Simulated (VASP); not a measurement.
# InGa2As3 (P3m1) in VASP: notebook, part 2 of 2

VASP 6.6.1. Earlier steps stand in the parts before.

## 3. Single point, PBE

This run uses another cell than the first one, of 25.66 Å³/atom.

INCAR reads:

```
SYSTEM = InGa2As3
PREC = Accurate
ENCUT = 520
EDIFF = 1E-6
ISMEAR = 0
SIGMA = 0.1
LREAL = .FALSE.
LASPH = .TRUE.
NELM = 100
ALGO = Normal
ISIF = 2
LWAVE = .FALSE.
LCHARG = .FALSE.
GGA = PE
NBANDS = 36
```

KPOINTS reads:

```
regular mesh
0
G
  12 12 4
  0 0 0
```

POSCAR reads:

```
InGa2As3
1.0
    4.1661112734      0.0000000000      0.0000000000
   -2.0830556367      3.6079581978      0.0000000000
    0.0000000000      0.0000000000     10.2422422848
In Ga As
1 2 3
Direct
    0.3333333333      0.6666666667      0.6681503515
    0.0000000000      0.0000000000      0.0065694499
    0.6666666667      0.3333333333      0.3271496891
    0.0000000000      0.0000000000      0.2499324366
    0.6666666667      0.3333333333      0.5692410836
    0.3333333333      0.6666666667      0.9289569892
```

Potentials or basis: VASP PAW PBE potentials, release 64 (In_d, Ga_d, As).

Started as:

```
> cat potpaw_PBE.64/In_d/POTCAR potpaw_PBE.64/Ga_d/POTCAR potpaw_PBE.64/As/POTCAR > POTCAR
> mpirun -np 1 vasp_std > vasp.out
```

OUTCAR:

```text
SYSTEM = InGa2As3
   PREC = Accurate
   ENCUT = 520
   EDIFF = 1E-6
   ISMEAR = 0
   LREAL = .FALSE.
   LASPH = .TRUE.
   NELM = 100
   ISIF = 2
   GGA = PE

 ion  position               nearest neighbor table
   1  0.333  0.667  0.668-   5 2.61   5 2.61   5 2.61   6 2.67
   2  0.000  0.000  0.007-   4 2.49   6 2.53   6 2.53   6 2.53
   3  0.667  0.333  0.327-   5 2.48   4 2.53   4 2.53   4 2.53
   4  0.000  0.000  0.250-   2 2.49   3 2.53   3 2.53   3 2.53
   5  0.667  0.333  0.569-   3 2.48   1 2.61   1 2.61   1 2.61
   6  0.333  0.667  0.929-   2 2.53   2 2.53   2 2.53   1 2.67

  LATTYP: Found a hexagonal cell.
 ALAT       =     4.1661112734
 C/A-ratio  =     2.4584658480

  Lattice vectors:

 A1 = (   4.1661112734,   0.0000000000,   0.0000000000)
 A2 = (  -2.0830556367,   3.6079581978,   0.0000000000)
 A3 = (   0.0000000000,   0.0000000000,  10.2422422848)

Analysis of symmetry for initial positions (statically):
=====================================================================
 Subroutine PRICEL returns:
 Original cell was already a primitive cell.

 Routine SETGRP: Setting up the symmetry group for a
 hexagonal supercell.

 Subroutine GETGRP returns: Found  6 space group operations
 (whereof  6 operations were pure point group operations)
 out of a pool of 24 trial point group operations.

The static configuration has the point symmetry C_3v.

Analysis of symmetry for dynamics (positions and initial velocities):
=====================================================================
 Subroutine PRICEL returns:
 Original cell was already a primitive cell.

 Routine SETGRP: Setting up the symmetry group for a
 hexagonal supercell.

 Subroutine GETGRP returns: Found  6 space group operations
 (whereof  6 operations were pure point group operations)
 out of a pool of 24 trial point group operations.

The dynamic configuration has the point symmetry C_3v.

 Subroutine INISYM returns: Found  6 space group operations
 (whereof  6 operations are pure point group operations),
 and found     1 'primitive' translations

----------------------------------------------------------------------------------------

                                     Primitive cell

  volume of cell :     153.9527

  direct lattice vectors                    reciprocal lattice vectors
     4.166111273  0.000000000  0.000000000     0.240031995  0.138582537  0.000000000
    -2.083055637  3.607958198  0.000000000     0.000000000  0.277165074  0.000000000
     0.000000000  0.000000000 10.242242285     0.000000000  0.000000000  0.097634871

  length of vectors
     4.166111273  4.166111273 10.242242285     0.277165074  0.277165074  0.097634871

  position of ions in fractional coordinates (direct lattice)
     0.333333333  0.666666667  0.668150352
     0.000000000  0.000000000  0.006569450
     0.666666667  0.333333333  0.327149689
     0.000000000  0.000000000  0.249932437
     0.666666667  0.333333333  0.569241084
     0.333333333  0.666666667  0.928956989

  ion indices of the primitive-cell ions
   primitive index   ion index
                 1           1
                 2           2
                 3           3
                 4           4
                 5           5
                 6           6

[... 20 lines left out ...]

 Subroutine IBZKPT returns following result:
 ===========================================

 Found     69 irreducible k-points:

 Following reciprocal coordinates:
            Coordinates               Weight
  0.000000  0.000000  0.000000      1.000000
  0.083333  0.000000  0.000000      6.000000
  0.166667  0.000000  0.000000      6.000000
  0.250000  0.000000  0.000000      6.000000
  0.333333  0.000000  0.000000      6.000000
  0.416667  0.000000  0.000000      6.000000
[... 16 lines left out ...]
  0.166667  0.000000  0.250000      6.000000
  0.000000  0.166667  0.250000      6.000000
 [... further k-points ...]
   k-points           NKPTS =     69   k-points in BZ     NKDIM =     69   number of bands    NBANDS=     36
   number of dos      NEDOS =    301   number of ions     NIONS =      6
   total plane-waves  NPLWV =  81920
   dimension x,y,z NGX =    32 NGY =   32 NGZ =   80
   dimension x,y,z NGXF=    64 NGYF=   64 NGZF=  160
   ions per type =               1   2   3
   NGX,Y,Z   is equivalent  to a cutoff of  12.77, 12.77, 12.99 a.u.
   NGXF,Y,Z  is equivalent  to a cutoff of  25.54, 25.54, 25.97 a.u.
 SYSTEM =  InGa2As3
   PREC   = accura    normal or accurate (medium, high low for compatibility)
   ISTART =      0    job   : 0-new  1-cont  2-samecut
   ICHARG =      2    charge: 1-file 2-atom 10-const
   ISPIN  =      1    spin polarized calculation?
   LNONCOLLINEAR =      F non collinear calculations
   LSORBIT =      F    spin-orbit coupling
   LASPH  =      T    aspherical Exc in radial PAW
   ENCUT  =  520.0 eV  38.22 Ry    6.18 a.u.   7.75  7.75 19.04*2*pi/ulx,y,z
   NELM   =    100;   NELMIN=  2; NELMDL= -5     # of ELM steps
   EDIFF  = 0.1E-05   stopping-criterion for ELM
   LREAL  =      F    real-space projection
   EDIFFG = 0.1E-04   stopping-criterion for IOM
   NSW    =      0    number of steps for IOM
   IBRION =     -1    ionic relax: 0-MD 1-quasi-New 2-CG
   NFREE  =      0    steps in history (QN), initial steepest desc. (CG)
   ISIF   =      2    stress and relaxation
   ISYM   =      2    0-nonsym 1-usesym 2-fastsym
   POTIM  = 0.5000    time-step for ionic-motion
   TEBEG  =    0.0;   TEEND  =   0.0 temperature during run
   PSTRESS=    0.0 pullay stress
   NELECT =      54.0000    total number of electrons
   NUPDOWN=      -1.0000    fix difference up-down
   EMIN   =  10.00;   EMAX   =-10.00  energy-range for DOS
   EFERMI =   0.00;   METHOD = LEGACY
   ISMEAR =     0;   SIGMA  =   0.10  broadening in eV -4-tet -1-fermi 0-gaus
   EFERMI_NEDOS =   21; number of points for ismear=-14 and -15
   IALGO  =     38    algorithm
   IMIX   =      4    mixing-type and parameters
     AMIX     =   0.40;   BMIX     =  1.00
     AMIX_MAG =   1.60;   BMIX_MAG =  1.00
  volume/ion in A,a.u.               =      25.66       173.15
  Fermi-wavevector in a.u.,A,eV,Ry     =   1.154543  2.181771 18.136166  1.332971
  Thomas-Fermi vector in A             =   2.291179
   LORBIT       =      0    0 simple, 1 ext, 2 COOP (PROOUT), +10 PAW based schemes
   GGA     = PE    functional components
   LHFCALC =     F    Hartree Fock is set to
   AEXX    =    0.0000 exact exchange contribution
   IVDW    =     0    specifies the selected vdW correction
   LEPSILON=     F    determine dielectric tensor
   LRPA    =     F    only Hartree local field effects (RPA)
 non-spin polarized calculation
 Gauss-broadening in eV      SIGMA  =   0.10
  energy-cutoff  :      520.00
  volume of cell :      153.95
 maximum number of plane-waves:      4185
 NGX is ok and might be reduce to    32
   NGX = 15   NGY = 15   NGZ = 39

 number of electron      54.0000006 magnetization

 Free energy of the ion-electron system (eV)
  ---------------------------------------------------
  ext. energy  EPLUGINS =         0.00000000
  ---------------------------------------------------
  free energy    TOTEN  =       -24.11928711 eV

  energy without entropy =      -24.11887118  energy(sigma->0) =      -24.11907915

 E-fermi :   3.7975     XC(G=0):  -9.1638

 val. band max:        3.7533228694   @ k =   0.0000   0.0000   0.0000
 cond. band min:       4.2179289963   @ k =   0.0000   0.0000   0.2500
 fundamental gap:      0.4646061268
 Fermi energy:         3.7974533004

 k-point     1 :       0.0000    0.0000    0.0000
  band No.  band energies     occupation
      1     -11.1716      2.00000
      2     -11.1390      2.00000
      3     -11.1168      2.00000
      4     -11.1168      2.00000
      5     -11.1065      2.00000
      6     -11.1065      2.00000
[... 925 lines left out ...]
     35       8.5563      0.00000
     36       8.5945      0.00000

 [... further k-points ...]
[... 5 lines left out ...]
  --------------------------------------------------------------------------------------
  -------------------------------------------------------------------------------------
  Total        0.1269186      0.1269186      0.1217616      0.0000000      0.0000000      0.0000000
  in kB        1.3208349      1.3208349      1.2671660      0.0000000      0.0000000      0.0000000
  external PRESSURE =       1.3029453 kB  Pullay stress =       0.0000000 kB

 VOLUME and BASIS-vectors are now :
 -----------------------------------------------------------------------------
  energy-cutoff  :      520.00
  volume of cell :      153.95
      direct lattice vectors                 reciprocal lattice vectors
     4.166111273  0.000000000  0.000000000     0.240031995  0.138582537  0.000000000
    -2.083055637  3.607958198  0.000000000     0.000000000  0.277165074  0.000000000
     0.000000000  0.000000000 10.242242285     0.000000000  0.000000000  0.097634871

 POSITION                                       TOTAL-FORCE (eV/Angst)
 -----------------------------------------------------------------------------------
     -0.00000      2.40531      6.84336        -0.000000     -0.000000     -0.001558
      0.00000      0.00000      0.06729        -0.000000      0.000000     -0.001802
      2.08306      1.20265      3.35075         0.000000     -0.000000     -0.002007
      0.00000      0.00000      2.55987         0.000000      0.000000      0.000596
      2.08306      1.20265      5.83031        -0.000000      0.000000      0.011420
     -0.00000      2.40531      9.51460        -0.000000      0.000000     -0.006649
 -----------------------------------------------------------------------------------
    total drift:                                0.000002     -0.000001     -0.000881

  FREE ENERGIE OF THE ION-ELECTRON SYSTEM (eV)
  ---------------------------------------------------
  free  energy   TOTEN  =       -24.1192871059 eV

  energy  without entropy=      -24.1188711850  energy(sigma->0) =      -24.11907915
```

stdout:

```text
POSCAR found type information on POSCAR InGaAs
 POSCAR found :  3 types and       6 ions
 scaLAPACK will be used
 LDA part: xc-table for (Slater+PW92), standard interpolation
 POSCAR, INCAR and KPOINTS ok, starting setup
 FFT: planning ... GRIDC
 FFT: planning ... GRID_SOFT
 FFT: planning ... GRID
 WAVECAR not read
 entering main loop
```

Run time: 2.4 min. Hardware: 1 thread of Intel Xeon 6975P-C (Granite Rapids), shared host; peak memory 0.52 GiB.

Results:

```yaml
Free_energy: -24.1193 eV
Pressure: 0.1 GPa
Largest_force: 0.011 eV/Å
Band_gap_on_the_k_mesh: zero (filled and empty bands touch)
```

Forces in eV/Å, atoms in the order of the input:
```
In   0.000  0.000 -0.002
Ga   0.000  0.000 -0.002
Ga   0.000  0.000 -0.002
As   0.000  0.000  0.001
As   0.000  0.000  0.011
As   0.000  0.000 -0.007
```

Caveat: semilocal functionals underestimate gaps, so a narrow gap can read as zero; spin-orbit coupling is left out, which moves the levels of the heavy elements.
